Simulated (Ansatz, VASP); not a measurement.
# Bi: VASP beside Ansatz

INCAR

```
PREC = Accurate
ENCUT = 520
EDIFF = 1E-6
ISMEAR = 0
SIGMA = 0.15
LREAL = False
LASPH = True
NELM = 60
ALGO = Fast
ISIF = 2
LWAVE = False
LCHARG = True
GGA = PS
IVDW = 12
LELF = True
LVHAR = True
NBANDS = 14
```

The input KPOINTS:

```
regular mesh
0
Gamma
  18 18 18
```

POSCAR

```
Bi
1.0
   -1.6998323725      1.6998323725      2.6615975289
    1.6998323725     -1.6998323725      2.6615975289
    1.6998323725      1.6998323725     -2.6615975289
Bi
1
Direct
    0.0000000000      0.0000000000      0.0000000000
```

Input for Ansatz:

```yaml
crystal:
  lattice:
    - [-1.6998323725, 1.6998323725, 2.6615975289]
    - [1.6998323725, -1.6998323725, 2.6615975289]
    - [1.6998323725, 1.6998323725, -2.6615975289]
  atoms:
    - { symbol: Bi, position: [0.0, 0.0, 0.0] }
basis:
  ecutwfc: 420
kpoints:
  mp_grid: { grid: [18, 18, 18] }
hamiltonian:
  xc: pbesol
  pseudopotentials: { kind: paw }
  dispersion: d3bj
scf:
  occupations: { method: gaussian, width: 0.15 }
output:
  forces: true
  stress: true
  eigenvalues: true
```

Alike in both runs: task single point; functional PBEsol; dispersion D3(BJ); k mesh 18 × 18 × 18; occupations gaussian, width 0.15 eV; no spin polarisation.

|  | VASP | Ansatz |
| --- | --- | --- |
| version | VASP 6.6.1 | Ansatz 0.2.0 |
| potentials or method | VASP PAW PBE potentials, release 64 (Bi_d), cutoff 520 eV | scalar-relativistic, plane waves, PAW |
| valence electrons in the cell | 15 | 15 |

```tsv
	VASP	Ansatz	Ansatz less VASP
gap on the k mesh at the Fermi level (eV)	none	none	-
pressure (GPa)	-3.9	-3.8	+0.04
traceless stress, the component that is largest in VASP (GPa)	0.27	0.28	+0.008
```

VASP's potentials were made for PBE, not for PBEsol. A gap of «none» marks a metal or a gap that the smearing closes.

Neither program's run includes spin-orbit coupling.
